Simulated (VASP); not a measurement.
## Si3N: single point with PBE

Crystal: Si3N.

```xyz
4
Lattice="3.6968 0.0000 0.0000 0.0000 3.6968 0.0000 0.0000 0.0000 3.6968" Properties=species:S:1:pos:R:3 pbc="T T T"
Si    0.0000    1.8484    1.8484
Si    1.8484    0.0000    1.8484
Si    1.8484    1.8484    0.0000
N     0.0000    0.0000    0.0000
```

| Quantity | Value |
| --- | --- |
| Program | VASP 6.6.1 |
| Task | single point |
| Functional | PBE |
| Potentials or basis | VASP PAW PBE potentials, release 64 (Si, N) |
| Cutoff | 520 eV |
| k mesh | 12 × 12 × 12 |
| Occupations | gaussian, width 0.1 eV |
| Spin | no spin polarisation |
| Dipole correction | no |
| Further INCAR settings | ALGO = Normal; EDIFF = 1e-06; NBANDS = 16 |

| Item | Value |
| --- | --- |
| Pressure | -0.1 GPa |

Levels at points of the mesh, in eV from the Fermi level:
```tsv
k point	band 5	band 6	band 7	band 8	band 9	band 10	band 11	band 12	band 13	band 14
(0.00, 0.00, 0.00)	-5.51	-3.43	-3.43	0.39	0.39	0.39	3.55	4.53	4.53	4.53
(0.50, 0.00, 0.00)	-3.76	-2.65	-2.65	-2.54	-1.54	-0.18	3.01	3.01	3.44	6.12
(0.50, 0.50, 0.00)	-2.94	-2.73	-0.78	-0.78	-0.69	0.37	0.37	1.08	4.62	4.62
(0.50, 0.50, 0.50)	-7.22	-6.91	-6.91	-6.91	2.67	2.67	2.67	7.97	10.06	10.06
```

It took 56 s on 1 thread of Intel(R) Xeon(R) Platinum 8259CL CPU @ 2.50GHz (Skylake/Cascade Lake), with other jobs on the host, peak memory 0.18 GiB.
